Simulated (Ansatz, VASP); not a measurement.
## Pt in VASP and in Ansatz

```
Pt
1.0
    -1.37161    1.58806    1.58806
     1.58806   -1.37161    1.58806
     1.58806    1.58806   -1.37161
Pt
1
Cartesian
  0.0000 0.0000 0.0000
```

Alike in both runs: task single point; functional PBEsol; k mesh 22 × 22 × 22; occupations gaussian, width 0.15 eV; no spin polarisation.

|  | VASP | Ansatz |
| --- | --- | --- |
| version | VASP 6.6.1 | Ansatz 0.2.0 |
| potentials or method | VASP PAW PBE potentials, release 64 (Pt), cutoff 520 eV | scalar-relativistic, plane waves, PAW |
| valence electrons in the cell | 10 | 18 |

|  | VASP | Ansatz | Ansatz less VASP |
| --- | --- | --- | --- |
| gap on the k mesh at the Fermi level (eV) | none | none | - |
| pressure (GPa) | 0.3 | 0.6 | +0.33 |
| traceless stress, the component that is largest in VASP (GPa) | -7.38 | -7.40 | -0.017 |

VASP's potentials were made for PBE, not for PBEsol, and Ansatz warns of the same on its side. A gap of «none» marks a metal or a gap that the smearing closes. VASP's potentials hold 10 valence electrons a cell and Ansatz's 18, so a difference there can come from the potentials and not from the codes.

Neither program's run includes spin-orbit coupling.
